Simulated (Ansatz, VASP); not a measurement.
**Two plane-wave programs on B2Se**

```
B Se
1.0
     3.98335    0.00000    0.00000
     0.00000    5.65400    0.00000
     0.00000    0.00000    4.27325
B Se
4 2
Direct
  0.50000 0.25000 0.16667
  0.00000 0.25000 0.33333
  0.00000 0.75000 0.66667
  0.50000 0.75000 0.83333
  0.00000 0.50000 0.00000
  0.50000 0.50000 0.50000
```

Alike in both runs: task relaxation of cell and atoms; functional PBE; k mesh 4 × 4 × 4; occupations gaussian, width 0.1 eV; no spin polarisation.

|  | VASP | Ansatz |
| --- | --- | --- |
| version | VASP 6.6.1 | Ansatz 0.2.0 |
| potentials or method | VASP PAW PBE potentials, release 64 (B, Se), cutoff 600 eV | scalar-relativistic, plane waves, PAW |
| valence electrons in the cell | 24 | 44 |

Ansatz gave:

```
gap on the k mesh at the Fermi level, each at its own relaxed structure (eV)  : none
relaxed volume (Å³/atom)                                                      : 11.87
relaxed length of the cell vector where the two differ most in proportion (Å) : 4.523
```

**Question.** Estimate VASP's values.

**Answer.** gap on the k mesh at the Fermi level, each at its own relaxed structure (eV): none; relaxed volume (Å³/atom): 12.83; relaxed length of the cell vector where the two differ most in proportion (Å): 3.564.

A gap of «none» marks a metal or a gap that the smearing closes. One of these differences is far larger than is usual between the two programs; its cause wasn't traced. VASP's potentials hold 24 valence electrons a cell and Ansatz's 44, so a difference there can come from the potentials and not from the codes.

The k mesh is coarse, so the values compare programs but aren't converged. Noted on VASP's run: the volume moved by over 15 % at a fixed basis, so the end points are rough.
